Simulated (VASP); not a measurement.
# Ge (P6_3/mmc) in VASP: notebook

Ge is run at these levels: PBE; tasks: single point.

All numbers are computed with VASP 6.6.1; they aren't measurements. Logs are shortened: lines on timing, memory, paths and dates and some standing lists are left out, and cuts for length are marked.

## 1. The cell of the first run

Symmetry: P6_3/mmc, No. 194, hexagonal system. Conventional cell: a = 2.518 Å, b = 2.518 Å, c = 4.152 Å, α = 90.00°, β = 90.00°, γ = 120.00°. Within 3.3 Å of Ge (site symmetry -6m2) lie 12 Ge at 2.52 to 2.53 Å.

This isn't the form of Ge at room conditions, which is diamond.

## 2. Single point, PBE

The input, INCAR:

```
SYSTEM = Ge
PREC = Accurate ; ENCUT = 520
EDIFF = 1E-6 ; ISMEAR = -1
SIGMA = 0.05 ; LREAL = .False.
LASPH = .True. ; NELM = 100
ALGO = Normal ; ISIF = 2
LWAVE = .False. ; LCHARG = .False.
GGA = PE ; NBANDS = 21
```

The input, KPOINTS:

```
regular mesh
0
Gamma
  17 17 10
  0 0 0
```

The input, POSCAR:

```
Ge
1.0
    2.5176709075      0.0000000000      0.0000000000
   -1.2588354537      2.1803669643      0.0000000000
    0.0000000000      0.0000000000      4.1522495268
Ge
2
Direct
    0.3333333333      0.6666666667      0.2500000000
    0.6666666667      0.3333333333      0.7500000000
```

Potentials or basis: VASP PAW PBE potentials, release 64 (Ge_d).

Run with:

```
$ cat potpaw_PBE.64/Ge_d/POTCAR > POTCAR
$ mpirun -np 1 vasp_std > vasp.out
```

OUTCAR:

```text
SYSTEM = Ge
   PREC = Accurate
   ENCUT = 520
   EDIFF = 1E-6
   ISMEAR = -1
   LREAL = .False.
   LASPH = .True.
   NELM = 100
   ISIF = 2
   GGA = PE

 ion  position               nearest neighbor table
   1  0.333  0.667  0.250-   2 2.53   2 2.53   2 2.53   2 2.53   2 2.53   2 2.53
   2  0.667  0.333  0.750-   1 2.53   1 2.53   1 2.53   1 2.53   1 2.53   1 2.53

  LATTYP: Found a hexagonal cell.
 ALAT       =     2.5176709075
 C/A-ratio  =     1.6492423670

  Lattice vectors:

 A1 = (   2.5176709075,   0.0000000000,   0.0000000000)
 A2 = (  -1.2588354537,   2.1803669643,   0.0000000000)
 A3 = (   0.0000000000,   0.0000000000,   4.1522495268)

Analysis of symmetry for initial positions (statically):
=====================================================================
 Subroutine PRICEL returns:
 Original cell was already a primitive cell.

 Routine SETGRP: Setting up the symmetry group for a
 hexagonal supercell.

 Subroutine GETGRP returns: Found 24 space group operations
 (whereof 12 operations were pure point group operations)
 out of a pool of 24 trial point group operations.

The static configuration has the point symmetry D_3d.
 The point group associated with its full space group is D_6h.

Analysis of symmetry for dynamics (positions and initial velocities):
=====================================================================
 Subroutine PRICEL returns:
 Original cell was already a primitive cell.

 Routine SETGRP: Setting up the symmetry group for a
 hexagonal supercell.

 Subroutine GETGRP returns: Found 24 space group operations
 (whereof 12 operations were pure point group operations)
 out of a pool of 24 trial point group operations.

The dynamic configuration has the point symmetry D_3d.
 The point group associated with its full space group is D_6h.

 Subroutine INISYM returns: Found 24 space group operations
 (whereof 12 operations are pure point group operations),
 and found     1 'primitive' translations

----------------------------------------------------------------------------------------

                                     Primitive cell

  volume of cell :      22.7936

  direct lattice vectors                    reciprocal lattice vectors
     2.517670907  0.000000000  0.000000000     0.397192499  0.229319196  0.000000000
    -1.258835454  2.180366964  0.000000000     0.000000000  0.458638393  0.000000000
     0.000000000  0.000000000  4.152249527     0.000000000  0.000000000  0.240833311

  length of vectors
     2.517670907  2.517670908  4.152249527     0.458638393  0.458638393  0.240833311

  position of ions in fractional coordinates (direct lattice)
     0.333333333  0.666666667  0.250000000
     0.666666667  0.333333333  0.750000000

  ion indices of the primitive-cell ions
   primitive index   ion index
                 1           1
                 2           2

----------------------------------------------------------------------------------------

 KPOINTS: regular mesh

Automatic generation of k-mesh.
 Grid dimensions read from file:
 generate k-points for:   17   17   10

 Generating k-lattice:

  Cartesian coordinates                     Fractional coordinates (reciprocal lattice)
     0.023364265  0.013489364  0.000000000     0.058823529  0.000000000  0.000000000
     0.000000000  0.026978729  0.000000000     0.000000000  0.058823529  0.000000000
     0.000000000  0.000000000  0.024083331     0.000000000  0.000000000  0.100000000

  Length of vectors
     0.026978729  0.026978729  0.024083331

  Shift w.r.t. Gamma in fractional coordinates (k-lattice)
     0.000000000  0.000000000  0.000000000

 Subroutine IBZKPT returns following result:
 ===========================================

 Found    198 irreducible k-points:

 Following reciprocal coordinates:
            Coordinates               Weight
  0.000000  0.000000  0.000000      1.000000
  0.058824 -0.000000  0.000000      6.000000
  0.117647  0.000000  0.000000      6.000000
  0.176471 -0.000000  0.000000      6.000000
  0.235294  0.000000  0.000000      6.000000
  0.294118 -0.000000  0.000000      6.000000
[... 16 lines left out ...]
  0.411765  0.117647  0.000000     12.000000
  0.176471  0.176471  0.000000      6.000000
 [... further k-points ...]
   k-points           NKPTS =    198   k-points in BZ     NKDIM =    198   number of bands    NBANDS=     21
   number of dos      NEDOS =    301   number of ions     NIONS =      2
   total plane-waves  NPLWV =  12800
   dimension x,y,z NGX =    20 NGY =   20 NGZ =   32
   dimension x,y,z NGXF=    40 NGYF=   40 NGZF=   64
   ions per type =               2
   NGX,Y,Z   is equivalent  to a cutoff of  13.21, 13.21, 12.81 a.u.
   NGXF,Y,Z  is equivalent  to a cutoff of  26.41, 26.41, 25.62 a.u.
 SYSTEM =  Ge
   PREC   = accura    normal or accurate (medium, high low for compatibility)
   ISTART =      0    job   : 0-new  1-cont  2-samecut
   ICHARG =      2    charge: 1-file 2-atom 10-const
   ISPIN  =      1    spin polarized calculation?
   LNONCOLLINEAR =      F non collinear calculations
   LSORBIT =      F    spin-orbit coupling
   LASPH  =      T    aspherical Exc in radial PAW
   ENCUT  =  520.0 eV  38.22 Ry    6.18 a.u.   4.68  4.68  7.72*2*pi/ulx,y,z
   NELM   =    100;   NELMIN=  2; NELMDL= -5     # of ELM steps
   EDIFF  = 0.1E-05   stopping-criterion for ELM
   LREAL  =      F    real-space projection
   EDIFFG = 0.1E-04   stopping-criterion for IOM
   NSW    =      0    number of steps for IOM
   IBRION =     -1    ionic relax: 0-MD 1-quasi-New 2-CG
   NFREE  =      0    steps in history (QN), initial steepest desc. (CG)
   ISIF   =      2    stress and relaxation
   ISYM   =      2    0-nonsym 1-usesym 2-fastsym
   POTIM  = 0.5000    time-step for ionic-motion
   TEBEG  =    0.0;   TEEND  =   0.0 temperature during run
   PSTRESS=    0.0 pullay stress
   NELECT =      28.0000    total number of electrons
   NUPDOWN=      -1.0000    fix difference up-down
   EMIN   =  10.00;   EMAX   =-10.00  energy-range for DOS
   EFERMI =   0.00;   METHOD = LEGACY
   ISMEAR =    -1;   SIGMA  =   0.05  broadening in eV -4-tet -1-fermi 0-gaus
   EFERMI_NEDOS =   21; number of points for ismear=-14 and -15
   IALGO  =     38    algorithm
   IMIX   =      4    mixing-type and parameters
     AMIX     =   0.40;   BMIX     =  1.00
     AMIX_MAG =   1.60;   BMIX_MAG =  1.00
  volume/ion in A,a.u.               =      11.40        76.91
  Fermi-wavevector in a.u.,A,eV,Ry     =   1.753302  3.313261 41.825255  3.074070
  Thomas-Fermi vector in A             =   2.823464
   LORBIT       =      0    0 simple, 1 ext, 2 COOP (PROOUT), +10 PAW based schemes
   GGA     = PE    functional components
   LHFCALC =     F    Hartree Fock is set to
   AEXX    =    0.0000 exact exchange contribution
   IVDW    =     0    specifies the selected vdW correction
   LEPSILON=     F    determine dielectric tensor
   LRPA    =     F    only Hartree local field effects (RPA)
 non-spin polarized calculation
  energy-cutoff  :      520.00
  volume of cell :       22.79
 maximum number of plane-waves:       628
 NGX is ok and might be reduce to    20
   NGX =  9   NGY =  9   NGZ = 15

 number of electron      28.0000011 magnetization

 Free energy of the ion-electron system (eV)
  ---------------------------------------------------
  ext. energy  EPLUGINS =         0.00000000
  ---------------------------------------------------
  free energy    TOTEN  =        -5.00091352 eV

  energy without entropy =       -4.99566159  energy(sigma->0) =       -4.99828756

 E-fermi :  13.9884     XC(G=0): -14.0875

 val. band max:       13.9727744184   @ k =   0.4706   0.0588   0.1000
 cond. band min:      13.9940163339   @ k =   0.1765   0.1765   0.0000
 fundamental gap:      0.0212419154
 Fermi energy:        13.9883858888

 k-point     1 :       0.0000    0.0000    0.0000
  band No.  band energies     occupation
      1     -11.8008      2.00000
      2     -11.6884      2.00000
      3     -11.6531      2.00000
      4     -11.6531      2.00000
      5     -11.6155      2.00000
      6     -11.6155      2.00000
[... 13 lines left out ...]
     20      30.0721      0.00000
     21      32.6695      0.00000

 k-point     2 :       0.0588   -0.0000    0.0000
  band No.  band energies     occupation
      1     -11.7932      2.00000
      2     -11.6937      2.00000
      3     -11.6446      2.00000
      4     -11.6406      2.00000
      5     -11.6159      2.00000
      6     -11.6038      2.00000
[... 13 lines left out ...]
     20      30.5135      0.00000
     21      32.0359      0.00000

 k-point     3 :       0.1176    0.0000    0.0000
  band No.  band energies     occupation
      1     -11.7813      2.00000
      2     -11.7004      2.00000
      3     -11.6315      2.00000
      4     -11.6051      2.00000
      5     -11.6044      2.00000
      6     -11.5700      2.00000
[... 13 lines left out ...]
     20      30.5067      0.00000
     21      31.6695      0.00000

 k-point     4 :       0.1765   -0.0000    0.0000
  band No.  band energies     occupation
      1     -11.7948      2.00000
      2     -11.6851      2.00000
      3     -11.6358      2.00000
      4     -11.5921      2.00000
      5     -11.5663      2.00000
      6     -11.5613      2.00000
[... 13 lines left out ...]
     20      30.0931      0.00000
     21      32.0689      0.00000

 k-point     5 :       0.2353    0.0000    0.0000
  band No.  band energies     occupation
      1     -11.8304      2.00000
      2     -11.6798      2.00000
      3     -11.6417      2.00000
      4     -11.6177      2.00000
      5     -11.5899      2.00000
      6     -11.5031      2.00000
[... 13 lines left out ...]
     20      29.9949      0.00000
     21      31.6138      0.00000
[... 382 lines left out ...]
     20      26.6992      0.00000
     21      33.8713      0.00000

 k-point    22 :       0.3529    0.1176    0.0000
  band No.  band energies     occupation
      1     -11.8816      2.00000
      2     -11.7973      2.00000
      3     -11.7002      2.00000
      4     -11.6476      2.00000
      5     -11.5192      2.00000
      6     -11.5192      2.00000
[... 13 lines left out ...]
     20      26.3372      0.00000
     21      34.6914      0.00000

 k-point    23 :       0.4118    0.1176    0.0000
  band No.  band energies     occupation
      1     -11.8955      2.00000
      2     -11.8180      2.00000
      3     -11.7048      2.00000
      4     -11.6503      2.00000
      5     -11.5321      2.00000
      6     -11.4987      2.00000
[... 13 lines left out ...]
     20      26.1544      0.00000
     21      34.6415      0.00000

 k-point    24 :       0.1765    0.1765    0.0000
  band No.  band energies     occupation
      1     -11.7527      2.00000
      2     -11.7501      2.00000
      3     -11.6987      2.00000
      4     -11.6314      2.00000
      5     -11.5660      2.00000
      6     -11.5151      2.00000
[... 13 lines left out ...]
     20      29.8811      0.00000
     21      31.2587      0.00000

 [... further k-points ...]

------------------------ aborting loop because EDIFF is reached ----------------------------------------

  FORCE on cell =-STRESS in cart. coord.  units (eV):
  Direction    XX          YY          ZZ          XY          YZ          ZX
  --------------------------------------------------------------------------------------
  -------------------------------------------------------------------------------------
  Total       15.7080182     15.7080182     15.7097454      0.0000000      0.0000000      0.0000000
  in kB     1104.1294102   1104.1294102   1104.2508178      0.0000000      0.0000000      0.0000000
  external PRESSURE =    1104.1698794 kB  Pullay stress =       0.0000000 kB

 VOLUME and BASIS-vectors are now :
 -----------------------------------------------------------------------------
  energy-cutoff  :      520.00
  volume of cell :       22.79
      direct lattice vectors                 reciprocal lattice vectors
     2.517670907  0.000000000  0.000000000     0.397192499  0.229319196  0.000000000
    -1.258835454  2.180366964  0.000000000     0.000000000  0.458638393  0.000000000
     0.000000000  0.000000000  4.152249527     0.000000000  0.000000000  0.240833311

 POSITION                                       TOTAL-FORCE (eV/Angst)
 -----------------------------------------------------------------------------------
     -0.00000      1.45358      1.03806        -0.000000      0.000000      0.000000
      1.25884      0.72679      3.11419         0.000000     -0.000000      0.000000
 -----------------------------------------------------------------------------------
    total drift:                               -0.000000      0.000000     -0.000000

  FREE ENERGIE OF THE ION-ELECTRON SYSTEM (eV)
  ---------------------------------------------------
  free  energy   TOTEN  =        -5.0009135245 eV

  energy  without entropy=       -4.9956615877  energy(sigma->0) =       -4.99828756
```

It took 85 s on 1 thread of Intel Xeon 8259CL, shared host; peak memory 0.19 GiB.

Results:

```yaml
Free_energy: -5.0009 eV
Pressure: 110.4 GPa
Band_gap_on_the_k_mesh: zero (bands 14 and 15 overlap by 15.85 eV)
```

Caveat: the cell stands under pressure.

## 3. Single point, PBE

The input, INCAR:

```
SYSTEM = Ge
  ALGO = Normal
  EDIFF = 1E-7
  ENCUT = 520
  GGA = PE
  ISIF = 2
  ISMEAR = -1
  LASPH = .TRUE.
  LCHARG = .TRUE.
  LELF = .TRUE.
  LREAL = .FALSE.
  LVHAR = .TRUE.
  LWAVE = .FALSE.
  NBANDS = 21
  NELM = 80
  PREC = Accurate
  SIGMA = 0.05
```

The input, KPOINTS:

```
k-points
0
G
  17 17 10
  0 0 0
```

The input, POSCAR:

```
Ge
1.0
    2.5179465440      0.0000000000      0.0000000000
   -1.2589732720      2.1806056725      0.0000000000
    0.0000000000      0.0000000000      4.1528858193
Ge
2
Direct
    0.3333333333      0.6666666667      0.2500000000
    0.6666666667      0.3333333333      0.7500000000
```

Potentials or basis: VASP PAW PBE potentials, release 64 (Ge_d).

Run with:

```
$ cat potpaw_PBE.64/Ge_d/POTCAR > POTCAR
$ mpirun -np 1 vasp_std > vasp.out
```

Wall time 1.9 min (1 thread of Intel Xeon 8259CL, shared host); peak memory 0.19 GiB.

It converged, with:

```
Free energy            : -5.0068 eV
Pressure               : 110.4 GPa
Band gap on the k mesh : zero (bands 14 and 15 overlap by 15.85 eV)
```

Levels at points of the mesh, in eV from the Fermi level:
```csv
k point,band 11,band 12,band 13,band 14,band 15,band 16,band 17,band 18
"(0.00, 0.00, 0.00)",-18.88,-9.71,-9.70,10.89,10.89,13.39,13.39,14.53
"(0.00, 0.00, 0.50)",-16.60,-16.60,1.46,1.46,12.76,12.76,12.76,12.76
```

Caveat: the cell stands under pressure.

The gap in the log of VASP goes by the Fermi energy; the results here count the filled bands.